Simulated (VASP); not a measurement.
Runs of VASP 6.6.1 on CsGeF3. The structure is that of space group Pm-3m (No. 221), or close to it. The cells are those of the table. 

| level | cell | k mesh | smearing | grid for exact exchange (PRECFOCK) | share of exact exchange | screening parameter | gap on the mesh (eV) | pressure (GPa) |
| --- | --- | --- | --- | --- | --- | --- | --- | --- |
| r2SCAN | a = 4.452, b = 4.452, c = 4.535 Å, 5 atoms | 6 × 6 × 6 | gaussian 0.01 eV | - | - | - | 1.94 | (a) |
| r2SCAN | a = 4.497 Å, 5 atoms | 6 × 6 × 6 | gaussian 0.01 eV | - | - | - | 2.10 | -0.1 |
| PBE | a = 4.452, b = 4.452, c = 4.535 Å, 5 atoms | 6 × 6 × 6 | fermi-dirac 0.02 eV | - | - | - | 1.70 | 3.0 |
| PBE | a = 4.429 Å, 5 atoms | 6 × 6 × 6 | fermi-dirac 0.02 eV | - | - | - | 1.62 | (b) |
| HSE06 | a = 4.429 Å, 5 atoms | 4 × 4 × 4 | gaussian 0.01 eV | Fast | 0.25 | 0.2079 1/Å | 2.51 | 4.2 |

Alike in all rows: task single point; potentials or basis VASP PAW PBE potentials, release 64 (Cs_sv, Ge_d, F); no spin polarisation; cutoff (eV) 520.

Estimate the missing entries.

(a) 0.6; (b) 5.3.

Caveats: spin-orbit coupling is left out, which moves the levels of the heavy elements; the PAW data sets were made with another functional, which shifts forces and pressure a little (at least some runs); the cell stands under pressure (at least some runs).

A k mesh can miss the band edges, and the runs leave out spin-orbit coupling on Cs, Ge.
